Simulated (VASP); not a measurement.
# KF in VASP: notebook

The runs below take KF through single point, with PBE, r2SCAN.

Program: VASP 6.6.1. These are calculated values, not measurements. Logs are shortened: lines on timing, memory, paths and dates and some standing lists are left out, and cuts for length are marked.

**1. The cell of the first run**

It takes space group Fm-3m (No. 225, cubic). The conventional cell has a = 5.075 Å, b = 5.075 Å, c = 5.075 Å, α = 90.00°, β = 90.00°, γ = 90.00°. K (site symmetry m-3m) has 6 F at 2.54 Å within 3.3 Å. F (site symmetry m-3m) has 6 K at 2.54 Å within 3.3 Å.

**2. Single point, PBE (strain -4.6%)**

Contents of INCAR:

```
PREC     = Accurate       # precision mode
ENCUT    = 520            # plane-wave cutoff, eV
EDIFF    = 1E-6           # SCF threshold, eV
ISMEAR   = -1             # smearing method
SIGMA    = 0.02           # smearing width, eV
LREAL    = False          # projectors in reciprocal space
LASPH    = True           # aspherical terms in the spheres
NELM     = 60             # most SCF steps
ALGO     = Normal         # electronic algorithm
ISIF     = 2              # what is computed and relaxed
LWAVE    = False          # write WAVECAR
LCHARG   = False          # write CHGCAR
GGA      = PE             # functional
NBANDS   = 15             # bands
```

Contents of KPOINTS:

```
Automatic mesh
0
Gamma
  8 8 8
```

Contents of POSCAR:

```
KF
1.0
    0.0000000000      2.5374460657      2.5374460657
    2.5374460657      0.0000000000      2.5374460657
    2.5374460657      2.5374460657      0.0000000000
K F
1 1
Direct
    0.0000000000      0.0000000000      0.0000000000
    0.5000000000      0.5000000000      0.5000000000
```

Potentials or basis: VASP PAW PBE potentials, release 64 (K_sv, F).

On the command line:

```
> cat potpaw_PBE.64/K_sv/POTCAR potpaw_PBE.64/F/POTCAR > POTCAR
> mpirun -np 1 vasp_std > vasp.out
```

OUTCAR:

```text
PREC = Accurate
   ENCUT = 520
   EDIFF = 1E-6
   ISMEAR = -1
   LREAL = False
   LASPH = True
   NELM = 60
   ISIF = 2
   GGA = PE

 ion  position               nearest neighbor table
   1  0.000  0.000  0.000-   2 2.54   2 2.54   2 2.54   2 2.54   2 2.54   2 2.54
   2  0.500  0.500  0.500-   1 2.54   1 2.54   1 2.54   1 2.54   1 2.54   1 2.54

  LATTYP: Found a face centered cubic cell.
 ALAT       =     5.0748921314

  Lattice vectors:

 A1 = (   0.0000000000,   2.5374460657,   2.5374460657)
 A2 = (   2.5374460657,   0.0000000000,   2.5374460657)
 A3 = (   2.5374460657,   2.5374460657,   0.0000000000)

Analysis of symmetry for initial positions (statically):
=====================================================================
 Subroutine PRICEL returns:
 Original cell was already a primitive cell.

 Routine SETGRP: Setting up the symmetry group for a
 face centered cubic supercell.

 Subroutine GETGRP returns: Found 48 space group operations
 (whereof 48 operations were pure point group operations)
 out of a pool of 48 trial point group operations.

The static configuration has the point symmetry O_h .

Analysis of symmetry for dynamics (positions and initial velocities):
=====================================================================
 Subroutine PRICEL returns:
 Original cell was already a primitive cell.

 Routine SETGRP: Setting up the symmetry group for a
 face centered cubic supercell.

 Subroutine GETGRP returns: Found 48 space group operations
 (whereof 48 operations were pure point group operations)
 out of a pool of 48 trial point group operations.

The dynamic configuration has the point symmetry O_h .

 Subroutine INISYM returns: Found 48 space group operations
 (whereof 48 operations are pure point group operations),
 and found     1 'primitive' translations

----------------------------------------------------------------------------------------

                                     Primitive cell

  volume of cell :      32.6754

  direct lattice vectors                    reciprocal lattice vectors
     0.000000000  2.537446066  2.537446066    -0.197048523  0.197048523  0.197048523
     2.537446066  0.000000000  2.537446066     0.197048523 -0.197048523  0.197048523
     2.537446066  2.537446066  0.000000000     0.197048523  0.197048523 -0.197048523

  length of vectors
     3.588490640  3.588490640  3.588490640     0.341298054  0.341298054  0.341298054

  position of ions in fractional coordinates (direct lattice)
     0.000000000  0.000000000  0.000000000
     0.500000000  0.500000000  0.500000000

  ion indices of the primitive-cell ions
   primitive index   ion index
                 1           1
                 2           2

----------------------------------------------------------------------------------------

 KPOINTS: Automatic mesh

Automatic generation of k-mesh.
 Grid dimensions read from file:
 generate k-points for:    8    8    8

 Generating k-lattice:

  Cartesian coordinates                     Fractional coordinates (reciprocal lattice)
    -0.024631065  0.024631065  0.024631065     0.125000000  0.000000000  0.000000000
     0.024631065 -0.024631065  0.024631065     0.000000000  0.125000000  0.000000000
     0.024631065  0.024631065 -0.024631065     0.000000000  0.000000000  0.125000000

  Length of vectors
     0.042662257  0.042662257  0.042662257

  Shift w.r.t. Gamma in fractional coordinates (k-lattice)
     0.000000000  0.000000000  0.000000000

 Subroutine IBZKPT returns following result:
 ===========================================

 Found     29 irreducible k-points:

 Following reciprocal coordinates:
            Coordinates               Weight
  0.000000  0.000000  0.000000      1.000000
  0.125000  0.000000  0.000000      8.000000
  0.250000  0.000000  0.000000      8.000000
  0.375000  0.000000  0.000000      8.000000
  0.500000  0.000000  0.000000      4.000000
  0.125000  0.125000  0.000000      6.000000
[... 16 lines left out ...]
  0.500000  0.250000  0.125000     48.000000
 -0.375000  0.250000  0.125000     24.000000
 [... further k-points ...]
   k-points           NKPTS =     29   k-points in BZ     NKDIM =     29   number of bands    NBANDS=     15
   number of dos      NEDOS =    301   number of ions     NIONS =      2
   total plane-waves  NPLWV =  21952
   dimension x,y,z NGX =    28 NGY =   28 NGZ =   28
   dimension x,y,z NGXF=    56 NGYF=   56 NGZF=   56
   ions per type =               1   1
   NGX,Y,Z   is equivalent  to a cutoff of  12.97, 12.97, 12.97 a.u.
   NGXF,Y,Z  is equivalent  to a cutoff of  25.94, 25.94, 25.94 a.u.
 SYSTEM =  unknown system
   PREC   = accura    normal or accurate (medium, high low for compatibility)
   ISTART =      0    job   : 0-new  1-cont  2-samecut
   ICHARG =      2    charge: 1-file 2-atom 10-const
   ISPIN  =      1    spin polarized calculation?
   LNONCOLLINEAR =      F non collinear calculations
   LSORBIT =      F    spin-orbit coupling
   LASPH  =      T    aspherical Exc in radial PAW
   ENCUT  =  520.0 eV  38.22 Ry    6.18 a.u.   6.67  6.67  6.67*2*pi/ulx,y,z
   NELM   =     60;   NELMIN=  2; NELMDL= -5     # of ELM steps
   EDIFF  = 0.1E-05   stopping-criterion for ELM
   LREAL  =      F    real-space projection
   EDIFFG = 0.1E-04   stopping-criterion for IOM
   NSW    =      0    number of steps for IOM
   IBRION =     -1    ionic relax: 0-MD 1-quasi-New 2-CG
   NFREE  =      0    steps in history (QN), initial steepest desc. (CG)
   ISIF   =      2    stress and relaxation
   ISYM   =      2    0-nonsym 1-usesym 2-fastsym
   POTIM  = 0.5000    time-step for ionic-motion
   TEBEG  =    0.0;   TEEND  =   0.0 temperature during run
   PSTRESS=    0.0 pullay stress
   NELECT =      16.0000    total number of electrons
   NUPDOWN=      -1.0000    fix difference up-down
   EMIN   =  10.00;   EMAX   =-10.00  energy-range for DOS
   EFERMI =   0.00;   METHOD = LEGACY
   ISMEAR =    -1;   SIGMA  =   0.02  broadening in eV -4-tet -1-fermi 0-gaus
   EFERMI_NEDOS =   21; number of points for ismear=-14 and -15
   IALGO  =     38    algorithm
   IMIX   =      4    mixing-type and parameters
     AMIX     =   0.40;   BMIX     =  1.00
     AMIX_MAG =   1.60;   BMIX_MAG =  1.00
  volume/ion in A,a.u.               =      16.34       110.25
  Fermi-wavevector in a.u.,A,eV,Ry     =   1.290351  2.438411 22.653793  1.665007
  Thomas-Fermi vector in A             =   2.422188
   LORBIT       =      0    0 simple, 1 ext, 2 COOP (PROOUT), +10 PAW based schemes
   GGA     = PE    functional components
   LHFCALC =     F    Hartree Fock is set to
   AEXX    =    0.0000 exact exchange contribution
   IVDW    =     0    specifies the selected vdW correction
   LEPSILON=     F    determine dielectric tensor
   LRPA    =     F    only Hartree local field effects (RPA)
 non-spin polarized calculation
  energy-cutoff  :      520.00
  volume of cell :       32.68
 maximum number of plane-waves:       894
   NGX = 13   NGY = 13   NGZ = 13

 number of electron      15.9999992 magnetization

 Free energy of the ion-electron system (eV)
  ---------------------------------------------------
  ext. energy  EPLUGINS =         0.00000000
  ---------------------------------------------------
  free energy    TOTEN  =        -8.11525095 eV

  energy without entropy =       -8.11525095  energy(sigma->0) =       -8.11525095

 E-fermi :  -1.7985     XC(G=0):  -9.1332

 val. band max:       -2.3241992664   @ k =   0.0000   0.0000   0.0000
 cond. band min:       4.7309122009   @ k =   0.0000   0.0000   0.0000
 fundamental gap:      7.0551114672
 Fermi energy:        -1.7985243955

 k-point     1 :       0.0000    0.0000    0.0000
  band No.  band energies     occupation
      1     -28.0891      2.00000
      2     -21.0612      2.00000
      3     -11.1851      2.00000
      4     -11.1851      2.00000
      5     -11.1851      2.00000
      6      -2.3242      2.00000
      7      -2.3242      2.00000
      8      -2.3242      2.00000
      9       4.7309      0.00000
     10       8.7570      0.00000
     11       8.7570      0.00000
     12       8.7570      0.00000
     13      10.6510      0.00000
     14      10.6510      0.00000
     15      15.6385      0.00000

 k-point     2 :       0.1250    0.0000    0.0000
  band No.  band energies     occupation
      1     -28.0612      2.00000
      2     -21.0909      2.00000
      3     -11.2396      2.00000
      4     -11.1917      2.00000
      5     -11.1917      2.00000
      6      -2.4980      2.00000
      7      -2.4013      2.00000
      8      -2.4013      2.00000
      9       5.2241      0.00000
     10       8.5065      0.00000
     11       9.0043      0.00000
     12       9.0043      0.00000
     13      10.8486      0.00000
     14      10.8486      0.00000
     15      16.5089      0.00000

 k-point     3 :       0.2500    0.0000    0.0000
  band No.  band energies     occupation
      1     -27.9926      2.00000
      2     -21.1640      2.00000
      3     -11.3698      2.00000
      4     -11.2072      2.00000
      5     -11.2072      2.00000
      6      -2.8661      2.00000
      7      -2.5821      2.00000
      8      -2.5821      2.00000
      9       6.3970      0.00000
     10       8.2466      0.00000
     11       9.6285      0.00000
     12       9.6285      0.00000
     13      11.4271      0.00000
     14      11.4271      0.00000
     15      17.8733      0.00000

 k-point     4 :       0.3750    0.0000    0.0000
  band No.  band energies     occupation
      1     -27.9221      2.00000
      2     -21.2391      2.00000
      3     -11.4977      2.00000
      4     -11.2223      2.00000
      5     -11.2223      2.00000
      6      -3.1844      2.00000
      7      -2.7559      2.00000
      8      -2.7559      2.00000
      9       7.2475      0.00000
     10       8.8093      0.00000
     11      10.2517      0.00000
     12      10.2517      0.00000
     13      12.3593      0.00000
     14      12.3593      0.00000
     15      16.6863      0.00000
[... 307 lines left out ...]
 k-point    22 :       0.3750    0.2500    0.1250
  band No.  band energies     occupation
      1     -27.9461      2.00000
      2     -21.1798      2.00000
      3     -11.4312      2.00000
      4     -11.4242      2.00000
      5     -11.2568      2.00000
      6      -2.9876      2.00000
      7      -2.6197      2.00000
      8      -2.3846      2.00000
      9       7.1148      0.00000
     10       7.4337      0.00000
     11      10.2906      0.00000
     12      10.3876      0.00000
     13      11.5672      0.00000
     14      11.9966      0.00000
     15      17.9676      0.00000

 k-point    23 :       0.5000    0.2500    0.1250
  band No.  band energies     occupation
      1     -27.8927      2.00000
      2     -21.2151      2.00000
      3     -11.5948      2.00000
      4     -11.5022      2.00000
      5     -11.2727      2.00000
      6      -3.0020      2.00000
      7      -2.7338      2.00000
      8      -2.4801      2.00000
      9       7.5047      0.00000
     10       8.1308      0.00000
     11      10.2483      0.00000
     12      11.0126      0.00000
     13      12.1662      0.00000
     14      13.2941      0.00000
     15      15.6982      0.00000

 k-point    24 :      -0.3750    0.2500    0.1250
  band No.  band energies     occupation
      1     -27.8703      2.00000
      2     -21.2301      2.00000
      3     -11.6631      2.00000
      4     -11.5325      2.00000
      5     -11.2800      2.00000
      6      -3.0164      2.00000
      7      -2.6751      2.00000
      8      -2.6189      2.00000
      9       7.6814      0.00000
     10       8.5062      0.00000
     11      10.2874      0.00000
     12      11.2230      0.00000
     13      12.6894      0.00000
     14      14.0307      0.00000
     15      14.6552      0.00000

 [... further k-points ...]

------------------------ aborting loop because EDIFF is reached ----------------------------------------

  FORCE on cell =-STRESS in cart. coord.  units (eV):
  Direction    XX          YY          ZZ          XY          YZ          ZX
  --------------------------------------------------------------------------------------
  -------------------------------------------------------------------------------------
  Total        1.9383474      1.9383474      1.9383474     -0.0000000     -0.0000000      0.0000000
  in kB       95.0433540     95.0433540     95.0433540     -0.0000000     -0.0000000      0.0000000
  external PRESSURE =      95.0433540 kB  Pullay stress =       0.0000000 kB

 VOLUME and BASIS-vectors are now :
 -----------------------------------------------------------------------------
  energy-cutoff  :      520.00
  volume of cell :       32.68
      direct lattice vectors                 reciprocal lattice vectors
     0.000000000  2.537446066  2.537446066    -0.197048523  0.197048523  0.197048523
     2.537446066  0.000000000  2.537446066     0.197048523 -0.197048523  0.197048523
     2.537446066  2.537446066  0.000000000     0.197048523  0.197048523 -0.197048523

 POSITION                                       TOTAL-FORCE (eV/Angst)
 -----------------------------------------------------------------------------------
      0.00000      0.00000      0.00000        -0.000000     -0.000000      0.000000
      2.53745      2.53745      2.53745         0.000000      0.000000     -0.000000
 -----------------------------------------------------------------------------------
    total drift:                                0.000000      0.000000      0.000000

  FREE ENERGIE OF THE ION-ELECTRON SYSTEM (eV)
  ---------------------------------------------------
  free  energy   TOTEN  =        -8.1152509542 eV

  energy  without entropy=       -8.1152509542  energy(sigma->0) =       -8.11525095
```

Run time: 9.4 s. Hardware: 1 thread of Intel Xeon Platinum 8488C (Sapphire Rapids), shared host; peak memory 0.16 GiB.

What came out:

```
Free energy            : -8.1153 eV
Pressure               : 9.5 GPa
Band gap on the k mesh : 7.06 eV, direct
```

Levels at points of the mesh, in eV from the valence-band top:
```tsv
k point	band 5	band 6	band 7	band 8	band 9	band 10	band 11	band 12
(0.00, 0.00, 0.00)	-8.86	0.00	0.00	0.00	7.06	11.08	11.08	11.08
(0.50, 0.00, 0.00)	-8.90	-0.98	-0.50	-0.50	9.71	11.83	12.82	12.82
(0.50, 0.50, 0.00)	-9.20	-0.09	-0.01	-0.01	8.28	11.20	13.13	14.44
```

Caveat: the cell differs from its parent crystal (strain -4.6%). A k mesh can miss the band edges.

(Part 1 of 3 ends here.)
